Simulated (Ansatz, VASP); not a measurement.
## Two plane-wave programs on Si3C2

```xyz
5
Lattice="-1.3930 1.3930 7.2383 1.3930 -1.3930 7.2383 1.3930 1.3930 -7.2383" Properties=species:S:1:pos:R:3 pbc="T T T"
Si    0.0000    0.0000    7.2383
Si    0.0000    0.0000    9.7544
Si    0.0000    0.0000    4.7222
C     0.0000    0.0000   11.8702
C     0.0000    0.0000    2.6064
```

Alike in both runs: functional PBE; k mesh 18 × 18 × 18; occupations gaussian, width 0.1 eV; no spin polarisation.

Ansatz relaxed the structure, and its values are those at the end. VASP's run is a single point on that final structure, the one shown.

|  | VASP | Ansatz |
| --- | --- | --- |
| version | VASP 6.6.1 | Ansatz 0.2.0 |
| potentials or method | VASP PAW PBE potentials, release 64 (Si, C), cutoff 520 eV | scalar-relativistic, plane waves, PAW |
| valence electrons in the cell | 20 | 20 |

Ansatz gave:

* gap on the k mesh at the Fermi level (eV): none
* pressure (GPa): 0.0
* rms of the force components (eV/Å): 0.000

Task: Which values does VASP return?

Result: gap on the k mesh at the Fermi level (eV): none; pressure (GPa): 0.0; rms of the force components (eV/Å): 0.004.

A gap of «none» marks a metal or a gap that the smearing closes.
